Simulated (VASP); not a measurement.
Here is a VASP 6.6.1 calculation.

The input INCAR:

```
PREC = Accurate
ENCUT = 520
EDIFF = 1E-6
ISMEAR = 0
SIGMA = 0.15
LREAL = F
LASPH = T
NELM = 80
ALGO = Fast
ISIF = 2
LWAVE = F
LCHARG = F
GGA = PS
NBANDS = 30
```

File KPOINTS:

```
Automatic mesh
0
Gamma
  12 12 4
```

POSCAR

```
La
1.0
    3.4782000000      0.0000000000      0.0000000000
   -1.7391000000      3.0122095595      0.0000000000
    0.0000000000      0.0000000000     13.1161000000
La
4
Direct
    0.0000000000      0.0000000000      0.0000000000
    0.0000000000      0.0000000000      0.5000000000
    0.3333333333      0.6666666667      0.2500000000
    0.6666666667      0.3333333333      0.7500000000
```

Potentials or basis: VASP PAW PBE potentials, release 64 (La).

The run is started by

```console
$ cat potpaw_PBE.64/La/POTCAR > POTCAR
$ mpirun -np 1 vasp_std > vasp.out
```

Question: Estimate the pressure.

Answer: 0.1 GPa.

Question: Predict the band gap on the k mesh.

Answer: Zero (bands 22 and 23 overlap by 1.07 eV).

Stress tensor (GPa, compression positive):
```
 2.06  0.00  0.00
 0.00  2.06  0.00
 0.00  0.00 -3.84
```

Caveat: the stress differs along the axes, from -4 to 2 GPa; the PAW data sets were made with another functional, which shifts forces and pressure a little; spin-orbit coupling is left out, which moves the levels of the heavy elements.
